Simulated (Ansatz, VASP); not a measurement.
NaW8C8: VASP beside Ansatz

```
W C Na
1.0
    -2.84464   -4.92706    0.00000
     4.26696   -2.46353    0.00000
     0.00000    0.00000    5.58776
W C Na
8 8 1
Direct
  0.73805 0.50697 0.00236
  0.73794 0.50705 0.48428
  0.50017 0.99644 0.99826
  0.50016 0.99650 0.48850
  0.26226 0.50697 0.00237
  0.26236 0.50705 0.48427
  0.00015 0.99204 0.00565
  0.00015 0.99191 0.48100
  0.50016 0.66814 0.24334
  0.50014 0.66379 0.74342
  0.25462 0.16702 0.24340
  0.27975 0.14331 0.74347
  0.00013 0.66501 0.24336
  0.00011 0.70784 0.74346
  0.74568 0.16704 0.24340
  0.72055 0.14334 0.74346
  0.00016 0.33465 0.74304
```

Alike in both runs: functional LDA; k mesh 2 × 2 × 2; occupations fermi-dirac, width 0.15 eV; no spin polarisation.

Ansatz relaxed the structure, and its values are those at the end. VASP's run is a single point on that final structure, the one shown.

|  | VASP | Ansatz |
| --- | --- | --- |
| version | VASP 6.6.1 | Ansatz 0.2.0 |
| potentials or method | VASP PAW LDA potentials, release 64 (W_sv, C, Na_pv), cutoff 520 eV | scalar-relativistic, plane waves, PAW |
| valence electrons in the cell | 151 | 153 |

|  | VASP | Ansatz | Ansatz less VASP |
| --- | --- | --- | --- |
| rms of the force components (eV/Å) | 0.008 | 0.008 | +0.0001 |

LDA's correlation is that of Perdew and Zunger in VASP and of Perdew and Wang (1992) in Ansatz. VASP's potentials hold 151 valence electrons a cell and Ansatz's 153, so a difference there can come from the potentials and not from the codes.

The k mesh is coarse, so the values compare programs but aren't converged. Spin-orbit coupling is off throughout.
